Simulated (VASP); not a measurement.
# Al (P6_3/mmc) in VASP: a series of runs

Runs on Al. Level: PBE+D3(BJ). Tasks: single point.

Program: VASP 6.6.1. These are calculated values, not measurements. Logs are shortened: lines on timing, memory, paths and dates and some standing lists are left out, and cuts for length are marked.

### Step 1. The cell of the first run

It takes space group P6_3/mmc (No. 194, hexagonal). The conventional cell has a = 2.815 Å, b = 2.815 Å, c = 9.242 Å, α = 90.00°, β = 90.00°, γ = 120.00°. Al (site symmetry -3m) has 12 Al at 2.81 to 2.82 Å within 3.7 Å. Al (site symmetry -6m2) has 12 Al at 2.81 to 2.82 Å within 3.7 Å.

This isn't the form of Al at room conditions, which is fcc.

### Step 2. Single point, PBE+D3(BJ)

The input, INCAR:

```
SYSTEM = Al
PREC     = Accurate       ! precision mode
ENCUT    = 520            ! plane-wave cutoff, eV
EDIFF    = 1E-6           ! SCF threshold, eV
ISMEAR   = 0              ! smearing method
SIGMA    = 0.1            ! smearing width, eV
LREAL    = .False.        ! projectors in reciprocal space
LASPH    = .True.         ! aspherical terms in the spheres
NELM     = 60             ! most SCF steps
ALGO     = Normal         ! electronic algorithm
ISIF     = 2              ! what is computed and relaxed
LWAVE    = .False.        ! write WAVECAR
LCHARG   = .False.        ! write CHGCAR
GGA      = PE             ! functional
IVDW     = 12             ! dispersion correction
NBANDS   = 14             ! bands
```

The input, KPOINTS:

```
Automatic mesh
0
Gamma
  18 18 6
  0 0 0
```

The input, POSCAR:

```
Al
1.0
    2.8147782360      0.0000000000      0.0000000000
   -1.4073891180      2.4376694584      0.0000000000
    0.0000000000      0.0000000000      9.2417962341
Al
4
Direct
    0.0000000000      0.0000000000      0.0000000000
    0.3333333333      0.6666666667      0.2500000000
    0.0000000000      0.0000000000      0.5000000000
    0.6666666667      0.3333333333      0.7500000000
```

Potentials or basis: VASP PAW PBE potentials, release 64 (Al).

On the command line:

```sh
$ cat potpaw_PBE.64/Al/POTCAR > POTCAR
$ mpirun -np 1 vasp_std > vasp.out
```

OUTCAR:

```text
SYSTEM = Al
   PREC = Accurate
   ENCUT = 520
   EDIFF = 1E-6
   ISMEAR = 0
   LREAL = .False.
   LASPH = .True.
   NELM = 60
   ISIF = 2
   GGA = PE
   IVDW = 12
 IVDW          = 12

 ion  position               nearest neighbor table
   1  0.000  0.000  0.000-   2 2.82   4 2.82   4 2.82   2 2.82   4 2.82   2 2.82
   2  0.333  0.667  0.250-   1 2.82   3 2.82   1 2.82   3 2.82   1 2.82   3 2.82
   3  0.000  0.000  0.500-   2 2.82   4 2.82   4 2.82   2 2.82   4 2.82   2 2.82
   4  0.667  0.333  0.750-   1 2.82   3 2.82   1 2.82   3 2.82   1 2.82   3 2.82

  LATTYP: Found a hexagonal cell.
 ALAT       =     2.8147782360
 C/A-ratio  =     3.2833123817

  Lattice vectors:

 A1 = (   2.8147782360,   0.0000000000,   0.0000000000)
 A2 = (  -1.4073891180,   2.4376694584,   0.0000000000)
 A3 = (   0.0000000000,   0.0000000000,   9.2417962341)

Analysis of symmetry for initial positions (statically):
=====================================================================
 Subroutine PRICEL returns:
 Original cell was already a primitive cell.

 Routine SETGRP: Setting up the symmetry group for a
 hexagonal supercell.

 Subroutine GETGRP returns: Found 24 space group operations
 (whereof 12 operations were pure point group operations)
 out of a pool of 24 trial point group operations.

The static configuration has the point symmetry D_3d.
 The point group associated with its full space group is D_6h.

Analysis of symmetry for dynamics (positions and initial velocities):
=====================================================================
 Subroutine PRICEL returns:
 Original cell was already a primitive cell.

 Routine SETGRP: Setting up the symmetry group for a
 hexagonal supercell.

 Subroutine GETGRP returns: Found 24 space group operations
 (whereof 12 operations were pure point group operations)
 out of a pool of 24 trial point group operations.

The dynamic configuration has the point symmetry D_3d.
 The point group associated with its full space group is D_6h.

 Subroutine INISYM returns: Found 24 space group operations
 (whereof 12 operations are pure point group operations),
 and found     1 'primitive' translations

----------------------------------------------------------------------------------------

                                     Primitive cell

  volume of cell :      63.4126

  direct lattice vectors                    reciprocal lattice vectors
     2.814778236  0.000000000  0.000000000     0.355267775  0.205113945  0.000000000
    -1.407389118  2.437669458  0.000000000     0.000000000  0.410227891  0.000000000
     0.000000000  0.000000000  9.241796234     0.000000000  0.000000000  0.108204074

  length of vectors
     2.814778236  2.814778236  9.241796234     0.410227891  0.410227891  0.108204074

  position of ions in fractional coordinates (direct lattice)
     0.000000000  0.000000000  0.000000000
     0.333333333  0.666666667  0.250000000
     0.000000000  0.000000000  0.500000000
     0.666666667  0.333333333  0.750000000

  ion indices of the primitive-cell ions
   primitive index   ion index
                 1           1
                 2           2
                 3           3
                 4           4

----------------------------------------------------------------------------------------

 KPOINTS: Automatic mesh

Automatic generation of k-mesh.
 Grid dimensions read from file:
 generate k-points for:   18   18    6

 Generating k-lattice:

  Cartesian coordinates                     Fractional coordinates (reciprocal lattice)
     0.019737099  0.011395219  0.000000000     0.055555556  0.000000000  0.000000000
     0.000000000  0.022790438  0.000000000     0.000000000  0.055555556  0.000000000
     0.000000000  0.000000000  0.018034012     0.000000000  0.000000000  0.166666667

  Length of vectors
     0.022790438  0.022790438  0.018034012

  Shift w.r.t. Gamma in fractional coordinates (k-lattice)
     0.000000000  0.000000000  0.000000000

 Subroutine IBZKPT returns following result:
 ===========================================

 Found    148 irreducible k-points:

 Following reciprocal coordinates:
            Coordinates               Weight
  0.000000  0.000000  0.000000      1.000000
  0.055556  0.000000  0.000000      6.000000
  0.111111  0.000000  0.000000      6.000000
  0.166667  0.000000  0.000000      6.000000
  0.222222  0.000000  0.000000      6.000000
  0.277778  0.000000  0.000000      6.000000
[... 16 lines left out ...]
  0.333333  0.111111  0.000000     12.000000
  0.388889  0.111111  0.000000     12.000000
 [... further k-points ...]
   k-points           NKPTS =    148   k-points in BZ     NKDIM =    148   number of bands    NBANDS=     14
   number of dos      NEDOS =    301   number of ions     NIONS =      4
   total plane-waves  NPLWV =  40320
   dimension x,y,z NGX =    24 NGY =   24 NGZ =   70
   dimension x,y,z NGXF=    48 NGYF=   48 NGZF=  140
   ions per type =               4
   NGX,Y,Z   is equivalent  to a cutoff of  14.17, 14.17, 12.59 a.u.
   NGXF,Y,Z  is equivalent  to a cutoff of  28.35, 28.35, 25.18 a.u.
 SYSTEM =  Al
   PREC   = accura    normal or accurate (medium, high low for compatibility)
   ISTART =      0    job   : 0-new  1-cont  2-samecut
   ICHARG =      2    charge: 1-file 2-atom 10-const
   ISPIN  =      1    spin polarized calculation?
   LNONCOLLINEAR =      F non collinear calculations
   LSORBIT =      F    spin-orbit coupling
   LASPH  =      T    aspherical Exc in radial PAW
   ENCUT  =  520.0 eV  38.22 Ry    6.18 a.u.   5.23  5.23 17.18*2*pi/ulx,y,z
   NELM   =     60;   NELMIN=  2; NELMDL= -5     # of ELM steps
   EDIFF  = 0.1E-05   stopping-criterion for ELM
   LREAL  =      F    real-space projection
   EDIFFG = 0.1E-04   stopping-criterion for IOM
   NSW    =      0    number of steps for IOM
   IBRION =     -1    ionic relax: 0-MD 1-quasi-New 2-CG
   NFREE  =      0    steps in history (QN), initial steepest desc. (CG)
   ISIF   =      2    stress and relaxation
   ISYM   =      2    0-nonsym 1-usesym 2-fastsym
   POTIM  = 0.5000    time-step for ionic-motion
   TEBEG  =    0.0;   TEEND  =   0.0 temperature during run
   PSTRESS=    0.0 pullay stress
   NELECT =      12.0000    total number of electrons
   NUPDOWN=      -1.0000    fix difference up-down
   EMIN   =  10.00;   EMAX   =-10.00  energy-range for DOS
   EFERMI =   0.00;   METHOD = LEGACY
   ISMEAR =     0;   SIGMA  =   0.10  broadening in eV -4-tet -1-fermi 0-gaus
   EFERMI_NEDOS =   21; number of points for ismear=-14 and -15
   IALGO  =     38    algorithm
   IMIX   =      4    mixing-type and parameters
     AMIX     =   0.40;   BMIX     =  1.00
     AMIX_MAG =   1.60;   BMIX_MAG =  1.00
  volume/ion in A,a.u.               =      15.85       106.98
  Fermi-wavevector in a.u.,A,eV,Ry     =   0.939889  1.776134 12.019281  0.883392
  Thomas-Fermi vector in A             =   2.067247
   LORBIT       =      0    0 simple, 1 ext, 2 COOP (PROOUT), +10 PAW based schemes
   GGA     = PE    functional components
   LHFCALC =     F    Hartree Fock is set to
   AEXX    =    0.0000 exact exchange contribution
   IVDW    =    12    specifies the selected vdW correction
   LEPSILON=     F    determine dielectric tensor
   LRPA    =     F    only Hartree local field effects (RPA)
 non-spin polarized calculation
 Gauss-broadening in eV      SIGMA  =   0.10
  energy-cutoff  :      520.00
  volume of cell :       63.41
 maximum number of plane-waves:      1728
 NGX is ok and might be reduce to    24
   NGX = 11   NGY = 11   NGZ = 35

 number of electron      12.0000000 magnetization

 Free energy of the ion-electron system (eV)
  ---------------------------------------------------
  ext. energy  EPLUGINS =         0.00000000
  ---------------------------------------------------
  free energy    TOTEN  =       -14.90748196 eV

  energy without entropy =      -14.89996816  energy(sigma->0) =      -14.90372506

 E-fermi :   8.4148     XC(G=0): -10.3430

 val. band max:        8.3776256025   @ k =   0.3889   0.0556   0.0000
 cond. band min:       8.4228546435   @ k =   0.3889   0.1667   0.1667
 fundamental gap:      0.0452290409
 Fermi energy:         8.4148426407

 k-point     1 :       0.0000    0.0000    0.0000
  band No.  band energies     occupation
      1      -2.9913      2.00000
      2      -1.2725      2.00000
      3      -1.2655      2.00000
      4       3.6415      2.00000
      5       3.9221      2.00000
      6      11.8405      0.00000
      7      11.8527      0.00000
      8      19.4878      0.00000
      9      19.4878      0.00000
     10      19.6272      0.00000
     11      19.6272      0.00000
     12      20.5740      0.00000
     13      20.5771      0.00000
     14      20.7250      0.00000

 k-point     2 :       0.0556    0.0000    0.0000
  band No.  band energies     occupation
      1      -2.9144      2.00000
      2      -1.1966      2.00000
      3      -1.1896      2.00000
      4       3.7125      2.00000
      5       3.9970      2.00000
      6      11.9016      0.00000
      7      11.9164      0.00000
      8      17.8163      0.00000
      9      18.4441      0.00000
     10      19.1691      0.00000
     11      19.2488      0.00000
     12      19.7519      0.00000
     13      19.8464      0.00000
     14      19.8713      0.00000
[... 343 lines left out ...]
      1       0.9473      2.00000
      2       2.6131      2.00000
      3       2.6147      2.00000
      4       6.0934      2.00000
      5       7.2175      2.00000
      6       7.5610      2.00000
      7       8.0298      2.00000
      8       8.3248      1.79734
      9      11.3074      0.00000
     10      12.4013      0.00000
     11      12.8607      0.00000
     12      13.0875      0.00000
     13      13.5805      0.00000
     14      15.7319      0.00000

 k-point    24 :       0.3889    0.1111    0.0000
  band No.  band energies     occupation
      1       2.0608      2.00000
      2       3.6923      2.00000
      3       3.6991      2.00000
      4       4.6796      2.00000
      5       6.3632      2.00000
      6       6.3862      2.00000
      7       8.4574      0.54735
      8       8.9209      0.00000
      9      10.7952      0.00000
     10      11.0073      0.00000
     11      12.0862      0.00000
     12      12.8477      0.00000
     13      13.1365      0.00000
     14      16.5697      0.00000

 [... further k-points ...]

------------------------ aborting loop because EDIFF is reached ----------------------------------------

 Edisp (eV)   -1.40233

 E8    (eV) :    -0.6274

  FORCE on cell =-STRESS in cart. coord.  units (eV):
  Direction    XX          YY          ZZ          XY          YZ          ZX
  --------------------------------------------------------------------------------------
  -------------------------------------------------------------------------------------
  Total      -0.02006    -0.02006    -0.00242     0.00000    -0.00000    -0.00000
  in kB      -0.50672    -0.50672    -0.06125     0.00000    -0.00000    -0.00000
  external pressure =       -0.36 kB  Pullay stress =        0.00 kB

 VOLUME and BASIS-vectors are now :
 -----------------------------------------------------------------------------
  energy-cutoff  :      520.00
  volume of cell :       63.41
      direct lattice vectors                 reciprocal lattice vectors
     2.814778236  0.000000000  0.000000000     0.355267775  0.205113945  0.000000000
    -1.407389118  2.437669458  0.000000000     0.000000000  0.410227891  0.000000000
     0.000000000  0.000000000  9.241796234     0.000000000  0.000000000  0.108204074

 POSITION                                       TOTAL-FORCE (eV/Angst)
 -----------------------------------------------------------------------------------
      0.00000      0.00000      0.00000        -0.000000      0.000000     -0.000000
     -0.00000      1.62511      2.31045        -0.000000      0.000000      0.000000
      0.00000      0.00000      4.62090        -0.000000      0.000000     -0.000000
      1.40739      0.81256      6.93135         0.000000     -0.000000      0.000000
 -----------------------------------------------------------------------------------
    total drift:                               -0.000000      0.000000      0.000000

  FREE ENERGIE OF THE ION-ELECTRON SYSTEM (eV)
  ---------------------------------------------------
  free  energy   TOTEN  =       -16.3098120738 eV

  energy  without entropy=      -16.3022982785  energy(sigma->0) =      -16.30605518
```

Wall time 90 s (1 thread of Intel Xeon Platinum 8259CL at 2.50GHz (Skylake/Cascade Lake), shared host); peak memory 0.25 GiB.

Results:

```
Free energy                : -16.3098 eV
Pressure                   : 0.0 GPa
Band gap on the k mesh     : zero (bands 6 and 7 overlap by 5.51 eV)
Dispersion energy per atom : -0.351 eV
```

### Step 3. Single point, PBE+D3(BJ)

The input, INCAR:

```
PREC = Accurate
ENCUT = 520
EDIFF = 1E-6
ISMEAR = 0
SIGMA = 0.15
LREAL = F
LASPH = T
NELM = 60
ALGO = Normal
ISIF = 2
LWAVE = F
LCHARG = T
GGA = PE
IVDW = 12
LELF = T
LVHAR = T
NBANDS = 14
```

The input, KPOINTS:

```
regular mesh
0
Gamma
  18 18 6
```

POSCAR is that of step 2.

Potentials or basis: VASP PAW PBE potentials, release 64 (Al).

On the command line:

```sh
$ cat potpaw_PBE.64/Al/POTCAR > POTCAR
$ mpirun -np 1 vasp_std > vasp.out
```

It took 83 s on 1 thread of Intel Xeon Platinum 8259CL at 2.50GHz (Skylake/Cascade Lake), shared host; peak memory 0.25 GiB.

Results (log left out):

- Free energy: -16.3146 eV
- Pressure: 0.0 GPa
- Band gap on the k mesh: zero (bands 6 and 7 overlap by 5.51 eV)
- Dispersion energy per atom: -0.351 eV

Levels at points of the mesh, in eV from the Fermi level:
| k point | band 3 | band 4 | band 5 | band 6 | band 7 | band 8 | band 9 | band 10 |
| --- | --- | --- | --- | --- | --- | --- | --- | --- |
| (0.00, 0.00, 0.00) | -9.68 | -4.77 | -4.49 | 3.43 | 3.44 | 11.07 | 11.07 | 11.21 |
| (0.50, 0.00, 0.00) | -4.01 | -3.96 | -3.35 | -3.28 | 0.82 | 1.26 | 1.35 | 1.69 |
| (0.00, 0.00, 0.50) | -7.56 | -7.56 | -0.95 | -0.95 | 8.38 | 8.38 | 11.41 | 11.41 |
| (0.50, 0.00, 0.50) | -4.88 | -4.88 | -1.89 | -1.89 | -1.21 | -1.21 | 4.66 | 4.66 |

The gap in the log of VASP goes by the Fermi energy; the results here count the filled bands.